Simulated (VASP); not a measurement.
# PdPt16Rh3 (P1) in VASP: single point with r2SCAN

Aim: the single point of PdPt16Rh3 with r2SCAN.

All numbers are computed with VASP 6.6.1; they aren't measurements. Logs are shortened: lines on timing, memory, paths and dates and some standing lists are left out, and cuts for length are marked.

## 1. The cell of the first run

The typed cell holds 20 atoms: a = 7.408 Å, b = 5.975 Å, c = 7.257 Å, α = 77.62°, β = 74.89°, γ = 89.12°.

## 2. Single point, r2SCAN

Input file POSCAR:

```
PdPt16Rh3
1.0
    4.5434834651     -2.6334500791     -5.2243472504
    3.6976322967     -2.1527190579      4.1711584851
   -1.3432050802     -7.1267479475     -0.2581407003
Rh Pd Pt
3 1 16
Direct
    0.1989486263      0.4439885771      0.1985143087
    0.0008006998      0.2511191402     -0.0003567618
    0.4997827043      0.2515002154      0.0020266419
    0.1016084072      0.8514820967      0.6003075739
    0.1011079645      0.3485861969      0.5993335493
    0.9011450114      0.1535654494      0.3940215956
    0.5990294868      0.8499435071      0.5995972886
    0.3979671874      0.6465486255      0.4008572616
    0.8004293415      0.0527348742      0.7994030329
    0.6997045157      0.9525748183      0.1970313384
    0.4977468037      0.7476218061      1.0013824292
    0.2981723562      0.5440806805      0.8070812292
    0.9020615148      0.6488967469      0.4019696102
    0.5994621486      0.3500214180      0.6031735055
    0.4010011225      0.1547643801      0.3939152565
    0.2017020323      0.9548793564      0.1975668260
    1.0024214879      0.7503171631      0.0032976106
    0.8021170806      0.5479567156      0.8016795926
    0.7020195015      0.4506791221      0.1961922556
    0.3006679333      0.0533359415      0.7996192114
```

Input file INCAR.step1:

```
SYSTEM = PdPt16Rh3
  PREC = Accurate
  ENCUT = 520
  ISMEAR = 0
  SIGMA = 0.1
  LREAL = Auto
  LASPH = .True.
  NELM = 100
  NBANDS = 124
  ISYM = 0
  GGA = PE
  ALGO = Normal
  EDIFF = 1E-4
  LWAVE = .True.
  LCHARG = .False.
```

Input file INCAR.step2:

```
SYSTEM = PdPt16Rh3
  PREC = Accurate
  ENCUT = 520
  EDIFF = 1E-7
  ISMEAR = 0
  SIGMA = 0.1
  LREAL = Auto
  LASPH = .True.
  NELM = 100
  ALGO = Normal
  ISIF = 2
  LWAVE = .False.
  LCHARG = .False.
  METAGGA = R2SCAN
  LMIXTAU = .True.
  NBANDS = 124
  ISYM = 0
  ISTART = 1
```

Input file KPOINTS:

```
Automatic mesh
0
Gamma
  2 2 2
  0.5 0.5 0.5
```

Potentials or basis: VASP PAW PBE potentials, release 64 (Rh_pv, Pd, Pt).

Launch:

```console
$ cat potpaw_PBE.64/Rh_pv/POTCAR potpaw_PBE.64/Pd/POTCAR potpaw_PBE.64/Pt/POTCAR > POTCAR
$ cp INCAR.step1 INCAR
$ mpirun -np 1 vasp_std > vasp.out
$ cp INCAR.step2 INCAR
$ mpirun -np 1 vasp_std > vasp.out
```

OUTCAR:

```text
SYSTEM = PdPt16Rh3
   PREC = Accurate
   ENCUT = 520
   EDIFF = 1E-7
   ISMEAR = 0
   LREAL = Auto
   LASPH = .True.
   NELM = 100
   ISIF = 2
   METAGGA = R2SCAN
   ISYM = 0
   ISTART = 1

 ion  position               nearest neighbor table
   1  0.199  0.444  0.199-  12 2.68  15 2.69   3 2.70   6 2.71  17 2.71   2 2.73   5 2.74  13 2.74
                            11 2.76   8 2.78  16 2.92  16 3.05
   2  0.001  0.251  1.000-   6 2.70  18 2.70  12 2.71  16 2.71  19 2.71  20 2.72   1 2.73   5 2.74
                            10 2.75   9 2.76  17 2.99  17 2.99
   3  0.500  0.252  0.002-  15 2.68  12 2.69   1 2.70  10 2.70  14 2.73  16 2.73   9 2.74  19 2.74
                            18 2.75  20 2.77  11 2.96  11 3.01
   4  0.102  0.851  0.600-   8 2.73   9 2.74  16 2.75  17 2.76  12 2.76   6 2.76  13 2.76  20 2.76
                            18 2.76  15 2.77   5 2.97   5 3.01
   5  0.101  0.349  0.599-  20 2.71  13 2.71  15 2.73   8 2.73  18 2.73   2 2.74   1 2.74   9 2.74
                             6 2.78  12 2.78   4 2.97   4 3.01
   6  0.901  0.154  0.394-   2 2.70  19 2.71   1 2.71  16 2.72  14 2.76  10 2.76   4 2.76   9 2.77
                             5 2.78   7 2.78  13 2.97  13 3.00
   7  0.599  0.850  0.600-  20 2.73  13 2.74  11 2.75  10 2.75  15 2.76  18 2.76   8 2.78   9 2.78
                             6 2.78  12 2.79  14 2.98  14 2.99
   8  0.398  0.647  0.401-   4 2.73   5 2.73  11 2.73  14 2.73  16 2.75  19 2.75   7 2.78  12 2.78
                             1 2.78  10 2.79  15 2.95  15 3.03
   9  0.800  0.053  0.799-  14 2.71  10 2.72   3 2.74   4 2.74   5 2.74  17 2.76   2 2.76   6 2.77
[... 9 lines left out ...]
  14  0.599  0.350  0.603-   9 2.71   3 2.73  12 2.73  20 2.73   8 2.73   6 2.76  18 2.76  13 2.76
                            19 2.78  15 2.79   7 2.98   7 2.99
  15  0.401  0.155  0.394-   3 2.68   1 2.69  10 2.72   5 2.73  16 2.74  19 2.74   7 2.76   4 2.77
                            20 2.77  14 2.79   8 2.95   8 3.03
  16  0.202  0.955  0.198-   2 2.71   6 2.72  20 2.72  11 2.72   3 2.73  15 2.74  17 2.75   8 2.75
                             4 2.75  13 2.78   1 2.92   1 3.05
  17  0.002  0.750  0.003-   1 2.71  12 2.72  13 2.73  10 2.73  19 2.75  16 2.75   4 2.76  20 2.76
                             9 2.76  18 2.78   2 2.99   2 2.99
  18  0.802  0.548  0.802-  19 2.70   2 2.70   5 2.73  13 2.73  11 2.75   3 2.75   7 2.76  14 2.76
                             4 2.76  17 2.78   9 2.96   9 3.01
  19  0.702  0.451  0.196-  18 2.70   6 2.71   2 2.71  11 2.72   3 2.74  15 2.74  17 2.75   8 2.75
                            14 2.78  13 2.79  10 2.98  10 3.00
  20  0.301  0.053  0.800-   5 2.71  16 2.72   2 2.72  14 2.73   7 2.73  11 2.74  17 2.76   4 2.76
                             3 2.77  15 2.77  12 2.94  12 3.03

IMPORTANT INFORMATION: All symmetrisations will be switched off!
NOSYMM: (Re-)initialisation of all symmetry stuff for point group C_1.

----------------------------------------------------------------------------------------

                                     Primitive cell

  volume of cell :     302.6078

  direct lattice vectors                    reciprocal lattice vectors
     4.543483465 -2.633450079 -5.224347250     0.100071781 -0.015360517 -0.096638746
     3.697632297 -2.152719058  4.171158485     0.120792681 -0.027065490  0.118693329
    -1.343205080 -7.126747948 -0.258140700    -0.073465029 -0.126465038 -0.000143134

  length of vectors
     7.407570824  5.975386770  7.256815611     0.139961973  0.171497868  0.146255040

  position of ions in fractional coordinates (direct lattice)
     0.198948626  0.443988577  0.198514309
     0.000800700  0.251119140  0.999643238
     0.499782704  0.251500215  0.002026642
     0.101608407  0.851482097  0.600307574
     0.101107965  0.348586197  0.599333549
     0.901145011  0.153565449  0.394021596
[... 12 lines left out ...]
     0.702019501  0.450679122  0.196192256
     0.300667933  0.053335942  0.799619211

  ion indices of the primitive-cell ions
   primitive index   ion index
                 1           1
                 2           2
                 3           3
                 4           4
                 5           5
                 6           6
[... 12 lines left out ...]
                19          19
                20          20

----------------------------------------------------------------------------------------

 KPOINTS: Automatic mesh

Automatic generation of k-mesh.
 Grid dimensions read from file:
 generate k-points for:    2    2    2

 Generating k-lattice:

  Cartesian coordinates                     Fractional coordinates (reciprocal lattice)
     0.050035890 -0.007680258 -0.048319373     0.500000000  0.000000000 -0.000000000
     0.060396341 -0.013532745  0.059346664     0.000000000  0.500000000 -0.000000000
    -0.036732515 -0.063232519 -0.000071567     0.000000000  0.000000000  0.500000000

  Length of vectors
     0.069980987  0.085748934  0.073127520

  Shift w.r.t. Gamma in fractional coordinates (k-lattice)
     0.500000000  0.500000000  0.500000000

 Subroutine IBZKPT returns following result:
 ===========================================

 Found      4 irreducible k-points:

 Following reciprocal coordinates:
            Coordinates               Weight
  0.250000  0.250000  0.250000      2.000000
 -0.250000  0.250000  0.250000      2.000000
  0.250000 -0.250000  0.250000      2.000000
 -0.250000 -0.250000  0.250000      2.000000
   k-points           NKPTS =      4   k-points in BZ     NKDIM =      4   number of bands    NBANDS=    124
   number of dos      NEDOS =    301   number of ions     NIONS =     20
   total plane-waves  NPLWV = 145152
   dimension x,y,z NGX =    56 NGY =   48 NGZ =   54
   dimension x,y,z NGXF=   112 NGYF=   96 NGZF=  108
   ions per type =               3   1  16
   NGX,Y,Z   is equivalent  to a cutoff of  12.57, 13.35, 12.37 a.u.
   NGXF,Y,Z  is equivalent  to a cutoff of  25.14, 26.71, 24.74 a.u.
 SYSTEM =  PdPt16Rh3
   PREC   = accura    normal or accurate (medium, high low for compatibility)
   ISTART =      1    job   : 0-new  1-cont  2-samecut
   ICHARG =      0    charge: 1-file 2-atom 10-const
   ISPIN  =      1    spin polarized calculation?
   LNONCOLLINEAR =      F non collinear calculations
   LSORBIT =      F    spin-orbit coupling
   LASPH  =      T    aspherical Exc in radial PAW
   ENCUT  =  520.0 eV  38.22 Ry    6.18 a.u.  13.77 11.11 13.49*2*pi/ulx,y,z
   NELM   =    100;   NELMIN=  2; NELMDL=  0     # of ELM steps
   EDIFF  = 0.1E-06   stopping-criterion for ELM
   LREAL  =      T    real-space projection
   EDIFFG = 0.1E-05   stopping-criterion for IOM
   NSW    =      0    number of steps for IOM
   IBRION =     -1    ionic relax: 0-MD 1-quasi-New 2-CG
   NFREE  =      0    steps in history (QN), initial steepest desc. (CG)
   ISIF   =      2    stress and relaxation
   ISYM   =      0    0-nonsym 1-usesym 2-fastsym
   POTIM  = 0.5000    time-step for ionic-motion
   TEBEG  =    0.0;   TEEND  =   0.0 temperature during run
   PSTRESS=    0.0 pullay stress
   NELECT =     215.0000    total number of electrons
   NUPDOWN=      -1.0000    fix difference up-down
   EMIN   =  10.00;   EMAX   =-10.00  energy-range for DOS
   EFERMI =   0.00;   METHOD = LEGACY
   ISMEAR =     0;   SIGMA  =   0.10  broadening in eV -4-tet -1-fermi 0-gaus
   EFERMI_NEDOS =   21; number of points for ismear=-14 and -15
   IALGO  =     38    algorithm
   IMIX   =      4    mixing-type and parameters
     AMIX     =   0.40;   BMIX     =  1.00
     AMIX_MAG =   1.60;   BMIX_MAG =  1.00
  volume/ion in A,a.u.               =      15.13       102.10
  Fermi-wavevector in a.u.,A,eV,Ry     =   1.460812  2.760534 29.034442  2.133971
  Thomas-Fermi vector in A             =   2.577217
   LORBIT       =      0    0 simple, 1 ext, 2 COOP (PROOUT), +10 PAW based schemes
   METAGGA = R2SCAN    functional components
   LHFCALC =     F    Hartree Fock is set to
   AEXX    =    0.0000 exact exchange contribution
   IVDW    =     0    specifies the selected vdW correction
   LEPSILON=     F    determine dielectric tensor
   LRPA    =     F    only Hartree local field effects (RPA)
 non-spin polarized calculation
 Gauss-broadening in eV      SIGMA  =   0.10
  energy-cutoff  :      520.00
  volume of cell :      302.61
 maximum number of plane-waves:      8159
   NGX = 27   NGY = 23   NGZ = 27

 number of electron     215.0000009 magnetization

 Free energy of the ion-electron system (eV)
  ---------------------------------------------------
  ext. energy  EPLUGINS =         0.00000000
  ---------------------------------------------------
  free energy    TOTEN  =      -919.19153935 eV

  energy without entropy =     -919.04334639  energy(sigma->0) =     -919.11744287

 E-fermi :  10.6564     XC(G=0): -14.5501

 val. band max:       10.6393777418   @ k =   0.2500  -0.2500   0.2500
 cond. band min:      10.6625011139   @ k =   0.2500  -0.2500   0.2500
 fundamental gap:      0.0231233721
 Fermi energy:        10.6564104722

 k-point     1 :       0.2500    0.2500    0.2500
  band No.  band energies     occupation
      1     -37.3394      2.00000
      2     -37.3065      2.00000
      3     -37.2839      2.00000
      4     -37.2192      2.00000
      5     -37.1712      2.00000
      6     -37.1013      2.00000
[... 111 lines left out ...]
    118      12.1239      0.00000
    119      12.9886      0.00000

 k-point     2 :      -0.2500    0.2500    0.2500
  band No.  band energies     occupation
      1     -37.3394      2.00000
      2     -37.3065      2.00000
      3     -37.2839      2.00000
      4     -37.2192      2.00000
      5     -37.1712      2.00000
      6     -37.1013      2.00000
[... 111 lines left out ...]
    118      12.7853      0.00000
    119      12.8264      0.00000

 k-point     3 :       0.2500   -0.2500    0.2500
  band No.  band energies     occupation
      1     -37.3394      2.00000
      2     -37.3065      2.00000
      3     -37.2839      2.00000
      4     -37.2192      2.00000
      5     -37.1712      2.00000
      6     -37.1013      2.00000
[... 111 lines left out ...]
    118      12.0530      0.00000
    119      13.1014      0.00000

 k-point     4 :      -0.2500   -0.2500    0.2500
  band No.  band energies     occupation
      1     -37.3394      2.00000
      2     -37.3065      2.00000
      3     -37.2839      2.00000
      4     -37.2192      2.00000
      5     -37.1712      2.00000
      6     -37.1013      2.00000
[... 111 lines left out ...]
    118      12.3205      0.00000
    119      12.7775      0.00000
 [bands above 119 left out]

------------------------ aborting loop because EDIFF is reached ----------------------------------------

  FORCE on cell =-STRESS in cart. coord.  units (eV):
  Direction    XX          YY          ZZ          XY          YZ          ZX
  --------------------------------------------------------------------------------------
  -------------------------------------------------------------------------------------
  Total        1.1901884      1.3006645      1.4611307      0.1659512      0.0913390     -0.1982666
  in kB        6.3015330      6.8864562      7.7360551      0.8786400      0.4836006     -1.0497361
  external PRESSURE =       6.9746814 kB  Pullay stress =       0.0000000 kB

 VOLUME and BASIS-vectors are now :
 -----------------------------------------------------------------------------
  energy-cutoff  :      520.00
  volume of cell :      302.61
      direct lattice vectors                 reciprocal lattice vectors
     4.543483465 -2.633450079 -5.224347250     0.100071781 -0.015360517 -0.096638746
     3.697632297 -2.152719058  4.171158485     0.120792681 -0.027065490  0.118693329
    -1.343205080 -7.126747948 -0.258140700    -0.073465029 -0.126465038 -0.000143134

 POSITION                                       TOTAL-FORCE (eV/Angst)
 -----------------------------------------------------------------------------------
      2.27898     -2.89447      0.76133         0.019551      0.007646      0.010626
     -0.41054     -7.66690      0.78523        -0.006170      0.000863     -0.001786
      3.19799     -1.87201     -1.56251        -0.002432     -0.000028      0.001675
      2.80379     -6.37882      2.86587         0.005992     -0.000151      0.002775
      0.94330     -5.28797      0.77107        -0.009253     -0.001851      0.013708
      4.13291     -5.51180     -4.16906        -0.013366     -0.013083      0.012153
[... 12 lines left out ...]
      4.59253     -4.21713     -1.83838         0.005230      0.005225      0.012256
      0.48924     -6.60530     -1.55474        -0.007760     -0.002777     -0.004100
 -----------------------------------------------------------------------------------
    total drift:                                0.008021     -0.008446     -0.000640

  FREE ENERGIE OF THE ION-ELECTRON SYSTEM (eV)
  ---------------------------------------------------
  free  energy   TOTEN  =      -919.1915393542 eV

  energy  without entropy=     -919.0433463949  energy(sigma->0) =     -919.11744287
```

It took 47 min on 1 thread of Intel Xeon Platinum 8375C at 2.90GHz (Ice Lake), shared host; peak memory 0.46 GiB.

What came out:

```
Free energy            : -919.1915 eV
Pressure               : 0.7 GPa
Largest force          : 0.024 eV/Å
Band gap on the k mesh : zero (an odd number of electrons rules out a gap without spin polarisation)
```

Forces in eV/Å, atoms in the order of the input:
```
Rh   0.020  0.008  0.011
Rh  -0.006  0.001 -0.002
Rh  -0.002  0.000  0.002
Pd   0.006  0.000  0.003
Pt  -0.009 -0.002  0.014
Pt  -0.013 -0.013  0.012
Pt  -0.001 -0.010 -0.008
Pt   0.009  0.012  0.005
Pt  -0.003 -0.006 -0.018
Pt   0.006 -0.005 -0.013
Pt   0.003 -0.004 -0.001
Pt   0.012 -0.005 -0.011
Pt   0.011  0.013 -0.004
Pt   0.003  0.012 -0.005
Pt  -0.007 -0.008  0.000
Pt  -0.011  0.009  0.016
Pt  -0.005  0.003 -0.005
Pt  -0.008 -0.006 -0.003
Pt   0.005  0.005  0.012
Pt  -0.008 -0.003 -0.004
```

Caveat: the k points lie up to 0.54 Å⁻¹ apart, too coarse for converged energies and pressures of a metal; the PAW data sets were made with another functional, which shifts forces and pressure a little; spin-orbit coupling is left out, which moves the levels of the heavy elements.

The gap in the log of VASP goes by the Fermi energy; the results here count the filled bands.